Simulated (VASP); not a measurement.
# C (Fd-3m) in VASP: a series of runs

Runs on C. Level: r2SCAN. Tasks: single point.

All numbers are computed with VASP 6.6.1; they aren't measurements. Logs are shortened: lines on timing, memory, paths and dates and some standing lists are left out, and cuts for length are marked.

**1. The cell of the first run**

Symmetry: Fd-3m, No. 227, cubic system. Conventional cell: a = 3.560 Å, b = 3.560 Å, c = 3.560 Å, α = 90.00°, β = 90.00°, γ = 90.00°. C (site symmetry -43m) has 4 C at 1.54 Å within 2.1 Å.

**2. Single point, r2SCAN**

Contents of POSCAR:

```
C
1.0
    0.0000000000      1.7801417077      1.7801417077
    1.7801417077      0.0000000000      1.7801417077
    1.7801417077      1.7801417077      0.0000000000
C
2
Direct
    0.5000000000      0.5000000000      0.5000000000
    0.7500000000      0.7500000000      0.7500000000
```

Contents of INCAR.step1:

```
  ALGO = Normal
  EDIFF = 1E-4
  ENCUT = 520
  GGA = PE
  ISMEAR = 0
  LASPH = True
  LCHARG = False
  LREAL = False
  LWAVE = True
  NBANDS = 11
  NELM = 80
  PREC = Accurate
  SIGMA = 0.02
```

Contents of INCAR.step2:

```
  ALGO = Normal
  EDIFF = 1E-6
  ENCUT = 520
  ISIF = 2
  ISMEAR = 0
  ISTART = 1
  LASPH = True
  LCHARG = False
  LMIXTAU = True
  LREAL = False
  LWAVE = False
  METAGGA = R2SCAN
  NBANDS = 11
  NELM = 80
  PREC = Accurate
  SIGMA = 0.02
```

Contents of KPOINTS:

```
k-points
0
Gamma
  12 12 12
```

Potentials or basis: VASP PAW PBE potentials, release 64 (C).

The run is started by

```bash
cat potpaw_PBE.64/C/POTCAR > POTCAR
cp INCAR.step1 INCAR
mpirun -np 1 vasp_std > vasp.out
cp INCAR.step2 INCAR
mpirun -np 1 vasp_std > vasp.out
```

OUTCAR:

```text
EDIFF = 1E-6
   ENCUT = 520
   ISIF = 2
   ISMEAR = 0
   ISTART = 1
   LASPH = True
   LREAL = False
   METAGGA = R2SCAN
   NELM = 80
   PREC = Accurate

 ion  position               nearest neighbor table
   1  0.500  0.500  0.500-   2 1.54   2 1.54   2 1.54   2 1.54
   2  0.750  0.750  0.750-   1 1.54   1 1.54   1 1.54   1 1.54

  LATTYP: Found a face centered cubic cell.
 ALAT       =     3.5602834154

  Lattice vectors:

 A1 = (   0.0000000000,   1.7801417077,   1.7801417077)
 A2 = (   1.7801417077,   0.0000000000,   1.7801417077)
 A3 = (   1.7801417077,   1.7801417077,   0.0000000000)

Analysis of symmetry for initial positions (statically):
=====================================================================
 Subroutine PRICEL returns:
 Original cell was already a primitive cell.

 Routine SETGRP: Setting up the symmetry group for a
 face centered cubic supercell.

 Subroutine GETGRP returns: Found 48 space group operations
 (whereof 24 operations were pure point group operations)
 out of a pool of 48 trial point group operations.

The static configuration has the point symmetry T_d .
 The point group associated with its full space group is O_h .

Analysis of symmetry for dynamics (positions and initial velocities):
=====================================================================
 Subroutine PRICEL returns:
 Original cell was already a primitive cell.

 Routine SETGRP: Setting up the symmetry group for a
 face centered cubic supercell.

 Subroutine GETGRP returns: Found 48 space group operations
 (whereof 24 operations were pure point group operations)
 out of a pool of 48 trial point group operations.

The dynamic configuration has the point symmetry T_d .
 The point group associated with its full space group is O_h .

 Subroutine INISYM returns: Found 48 space group operations
 (whereof 24 operations are pure point group operations),
 and found     1 'primitive' translations

----------------------------------------------------------------------------------------

                                     Primitive cell

  volume of cell :      11.2822

  direct lattice vectors                    reciprocal lattice vectors
     0.000000000  1.780141708  1.780141708    -0.280876516  0.280876516  0.280876516
     1.780141708  0.000000000  1.780141708     0.280876516 -0.280876516  0.280876516
     1.780141708  1.780141708  0.000000000     0.280876516  0.280876516 -0.280876516

  length of vectors
     2.517500546  2.517500546  2.517500546     0.486492396  0.486492396  0.486492396

  position of ions in fractional coordinates (direct lattice)
     0.500000000  0.500000000  0.500000000
     0.750000000  0.750000000  0.750000000

  ion indices of the primitive-cell ions
   primitive index   ion index
                 1           1
                 2           2

----------------------------------------------------------------------------------------

 KPOINTS: k-points

Automatic generation of k-mesh.
 Grid dimensions read from file:
 generate k-points for:   12   12   12

 Generating k-lattice:

  Cartesian coordinates                     Fractional coordinates (reciprocal lattice)
    -0.023406376  0.023406376  0.023406376     0.083333333  0.000000000  0.000000000
     0.023406376 -0.023406376  0.023406376     0.000000000  0.083333333  0.000000000
     0.023406376  0.023406376 -0.023406376     0.000000000  0.000000000  0.083333333

  Length of vectors
     0.040541033  0.040541033  0.040541033

  Shift w.r.t. Gamma in fractional coordinates (k-lattice)
     0.000000000  0.000000000  0.000000000

 Subroutine IBZKPT returns following result:
 ===========================================

 Found     72 irreducible k-points:

 Following reciprocal coordinates:
            Coordinates               Weight
  0.000000  0.000000  0.000000      1.000000
  0.083333  0.000000  0.000000      8.000000
  0.166667  0.000000  0.000000      8.000000
  0.250000  0.000000  0.000000      8.000000
  0.333333  0.000000  0.000000      8.000000
  0.416667  0.000000  0.000000      8.000000
[... 16 lines left out ...]
  0.500000  0.166667  0.000000     24.000000
 -0.416667  0.166667  0.000000     24.000000
 [... further k-points ...]
   k-points           NKPTS =     72   k-points in BZ     NKDIM =     72   number of bands    NBANDS=     11
   number of dos      NEDOS =    301   number of ions     NIONS =      2
   total plane-waves  NPLWV =   8000
   dimension x,y,z NGX =    20 NGY =   20 NGZ =   20
   dimension x,y,z NGXF=    40 NGYF=   40 NGZF=   40
   ions per type =               2
   NGX,Y,Z   is equivalent  to a cutoff of  13.21, 13.21, 13.21 a.u.
   NGXF,Y,Z  is equivalent  to a cutoff of  26.41, 26.41, 26.41 a.u.
 SYSTEM =  unknown system
   PREC   = accura    normal or accurate (medium, high low for compatibility)
   ISTART =      1    job   : 0-new  1-cont  2-samecut
   ICHARG =      0    charge: 1-file 2-atom 10-const
   ISPIN  =      1    spin polarized calculation?
   LNONCOLLINEAR =      F non collinear calculations
   LSORBIT =      F    spin-orbit coupling
   LASPH  =      T    aspherical Exc in radial PAW
   ENCUT  =  520.0 eV  38.22 Ry    6.18 a.u.   4.68  4.68  4.68*2*pi/ulx,y,z
   NELM   =     80;   NELMIN=  2; NELMDL=  0     # of ELM steps
   EDIFF  = 0.1E-05   stopping-criterion for ELM
   LREAL  =      F    real-space projection
   EDIFFG = 0.1E-04   stopping-criterion for IOM
   NSW    =      0    number of steps for IOM
   IBRION =     -1    ionic relax: 0-MD 1-quasi-New 2-CG
   NFREE  =      0    steps in history (QN), initial steepest desc. (CG)
   ISIF   =      2    stress and relaxation
   ISYM   =      2    0-nonsym 1-usesym 2-fastsym
   POTIM  = 0.5000    time-step for ionic-motion
   TEBEG  =    0.0;   TEEND  =   0.0 temperature during run
   PSTRESS=    0.0 pullay stress
   NELECT =       8.0000    total number of electrons
   NUPDOWN=      -1.0000    fix difference up-down
   EMIN   =  10.00;   EMAX   =-10.00  energy-range for DOS
   EFERMI =   0.00;   METHOD = LEGACY
   ISMEAR =     0;   SIGMA  =   0.02  broadening in eV -4-tet -1-fermi 0-gaus
   EFERMI_NEDOS =   21; number of points for ismear=-14 and -15
   IALGO  =     38    algorithm
   IMIX   =      4    mixing-type and parameters
     AMIX     =   0.40;   BMIX     =  1.00
     AMIX_MAG =   1.60;   BMIX_MAG =  1.00
  volume/ion in A,a.u.               =       5.64        38.07
  Fermi-wavevector in a.u.,A,eV,Ry     =   1.459846  2.758708 28.996044  2.131149
  Thomas-Fermi vector in A             =   2.576365
   LORBIT       =      0    0 simple, 1 ext, 2 COOP (PROOUT), +10 PAW based schemes
   METAGGA = R2SCAN    functional components
   LHFCALC =     F    Hartree Fock is set to
   AEXX    =    0.0000 exact exchange contribution
   IVDW    =     0    specifies the selected vdW correction
   LEPSILON=     F    determine dielectric tensor
   LRPA    =     F    only Hartree local field effects (RPA)
 non-spin polarized calculation
 Gauss-broadening in eV      SIGMA  =   0.02
  energy-cutoff  :      520.00
  volume of cell :       11.28
 maximum number of plane-waves:       313
   NGX =  9   NGY =  9   NGZ =  9

 number of electron       7.9999999 magnetization

 Free energy of the ion-electron system (eV)
  ---------------------------------------------------
  ext. energy  EPLUGINS =         0.00000000
  ---------------------------------------------------
  free energy    TOTEN  =       -19.65721591 eV

  energy without entropy =      -19.65721591  energy(sigma->0) =      -19.65721591

 E-fermi :   9.9639     XC(G=0): -14.2878

 val. band max:        9.7920117379   @ k =   0.0000   0.0000   0.0000
 cond. band min:      14.1472585322   @ k =   0.3333   0.3333   0.0000
 fundamental gap:      4.3552467944
 Fermi energy:         9.9638519652

 k-point     1 :       0.0000    0.0000    0.0000
  band No.  band energies     occupation
      1     -12.9788      2.00000
      2       9.7920      2.00000
      3       9.7920      2.00000
      4       9.7920      2.00000
      5      15.6425      0.00000
      6      15.6425      0.00000
      7      15.6425      0.00000
      8      23.7406      0.00000
      9      30.2607      0.00000
     10      37.2405      0.00000
     11      37.2405      0.00000

 k-point     2 :       0.0833    0.0000    0.0000
  band No.  band energies     occupation
      1     -12.7771      2.00000
      2       8.4698      2.00000
      3       9.4450      2.00000
      4       9.4450      2.00000
      5      16.0978      0.00000
      6      16.0978      0.00000
      7      16.4171      0.00000
      8      23.9409      0.00000
      9      30.6058      0.00000
     10      35.1805      0.00000
     11      35.1805      0.00000

 k-point     3 :       0.1667    0.0000    0.0000
  band No.  band energies     occupation
      1     -12.1747      2.00000
      2       5.7677      2.00000
      3       8.6945      2.00000
      4       8.6945      2.00000
      5      17.0831      0.00000
      6      17.0831      0.00000
      7      17.5672      0.00000
      8      24.5155      0.00000
      9      31.3251      0.00000
     10      33.5346      0.00000
     11      33.5346      0.00000

 k-point     4 :       0.2500    0.0000    0.0000
  band No.  band energies     occupation
      1     -11.1811      2.00000
      2       2.7604      2.00000
      3       7.9232      2.00000
      4       7.9232      2.00000
      5      17.9963      0.00000
      6      17.9963      0.00000
      7      18.3279      0.00000
      8      25.3135      0.00000
      9      31.7635      0.00000
     10      33.1294      0.00000
     11      33.1294      0.00000
[... 239 lines left out ...]
 k-point    22 :       0.4167    0.1667    0.0000
  band No.  band energies     occupation
      1      -8.6116      2.00000
      2      -0.6061      2.00000
      3       5.2218      2.00000
      4       5.4727      2.00000
      5      16.8103      0.00000
      6      21.4236      0.00000
      7      21.4956      0.00000
      8      23.2264      0.00000
      9      32.1807      0.00000
     10      33.5781      0.00000
     11      38.5129      0.00000

 k-point    23 :       0.5000    0.1667    0.0000
  band No.  band energies     occupation
      1      -6.9808      2.00000
      2      -2.9351      2.00000
      3       4.4637      2.00000
      4       5.5646      2.00000
      5      17.2568      0.00000
      6      21.1208      0.00000
      7      21.6030      0.00000
      8      24.9725      0.00000
      9      31.1795      0.00000
     10      35.0887      0.00000
     11      37.7195      0.00000

 k-point    24 :      -0.4167    0.1667    0.0000
  band No.  band energies     occupation
      1      -6.5517      2.00000
      2      -3.4551      2.00000
      3       3.9515      2.00000
      4       5.9655      2.00000
      5      17.7194      0.00000
      6      20.5920      0.00000
      7      21.5798      0.00000
      8      26.2468      0.00000
      9      30.4174      0.00000
     10      35.1252      0.00000
     11      35.9008      0.00000

 [... further k-points ...]
[... 5 lines left out ...]
  --------------------------------------------------------------------------------------
  -------------------------------------------------------------------------------------
  Total        0.0788878      0.0788878      0.0788878     -0.0000000      0.0000000      0.0000000
  in kB       11.2028045     11.2028045     11.2028045     -0.0000000      0.0000000      0.0000000
  external PRESSURE =      11.2028045 kB  Pullay stress =       0.0000000 kB

 VOLUME and BASIS-vectors are now :
 -----------------------------------------------------------------------------
  energy-cutoff  :      520.00
  volume of cell :       11.28
      direct lattice vectors                 reciprocal lattice vectors
     0.000000000  1.780141708  1.780141708    -0.280876516  0.280876516  0.280876516
     1.780141708  0.000000000  1.780141708     0.280876516 -0.280876516  0.280876516
     1.780141708  1.780141708  0.000000000     0.280876516  0.280876516 -0.280876516

 POSITION                                       TOTAL-FORCE (eV/Angst)
 -----------------------------------------------------------------------------------
      1.78014      1.78014      1.78014        -0.000000     -0.000000     -0.000000
      2.67021      2.67021      2.67021         0.000000      0.000000      0.000000
 -----------------------------------------------------------------------------------
    total drift:                                0.000000     -0.000000      0.000000

  FREE ENERGIE OF THE ION-ELECTRON SYSTEM (eV)
  ---------------------------------------------------
  free  energy   TOTEN  =       -19.6572159075 eV

  energy  without entropy=      -19.6572159075  energy(sigma->0) =      -19.65721591
```

Wall time 14 s (1 thread of Intel Xeon 6975P-C (Granite Rapids), shared host); peak memory 0.12 GiB.

What came out:

```yaml
Free_energy: -19.6572 eV
Pressure: 1.1 GPa
Band_gap_on_the_k_mesh: 4.36 eV, indirect (least direct gap 5.85 eV)
```

Caveat: the PAW data sets were made with another functional, which shifts forces and pressure a little. A k mesh can miss the band edges.

(Part 1 of 2 ends here.)
